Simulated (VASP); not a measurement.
# Pt: single point with LDA

Pt:

```
CELL_PARAMETERS angstrom
0.00000 1.81045 2.04852
1.81045 0.00000 2.04852
1.81045 1.81045 0.00000
ATOMIC_POSITIONS crystal
Pt 0.00000 0.00000 0.00000
```

This cell differs from its parent crystal: volume 13.429 Å^3 an atom, c/a of the conventional cell 1.1315.

- Program: VASP 6.6.1
- Task: single point
- Functional: LDA
- Potentials or basis: VASP PAW LDA potentials, release 64 (Pt)
- Cutoff: 520 eV
- k mesh: 22 × 22 × 22
- Occupations: gaussian, width 0.15 eV
- Spin: no spin polarisation
- Dipole correction: no
- Further INCAR settings: ALGO = Normal; EDIFF = 1e-06; NBANDS = 11

- Pressure: 41.5 GPa
- Band gap on the k mesh: zero (band 5 reaches 15.04 eV, above the bottom of band 6 at 11.64 eV)

Stress tensor (GPa, compression positive):
```
50.60  0.00  0.00
 0.00 50.60  0.00
 0.00  0.00 23.38
```

Levels at points of the mesh, in eV from the Fermi level:
```tsv
k point	band 2	band 3	band 4	band 5	band 6	band 7	band 8	band 9
(0.00, 0.00, 0.00)	-5.65	-3.82	-3.82	-3.08	-0.86	14.53	17.56	21.15
(0.50, 0.00, 0.00)	-5.40	-3.76	-0.83	-0.19	0.46	7.05	13.53	19.16
(0.50, 0.50, 0.00)	-7.95	0.04	0.34	0.61	0.61	8.04	13.37	13.37
(0.50, 0.00, 0.50)	-7.78	-0.17	-0.14	1.56	2.58	10.57	11.65	11.76
```

It took 50 s on 1 thread of AMD EPYC 7R13, with other jobs on the host, peak memory 0.23 GiB.

Caveat: spin-orbit coupling is left out, which moves the levels of the heavy elements.
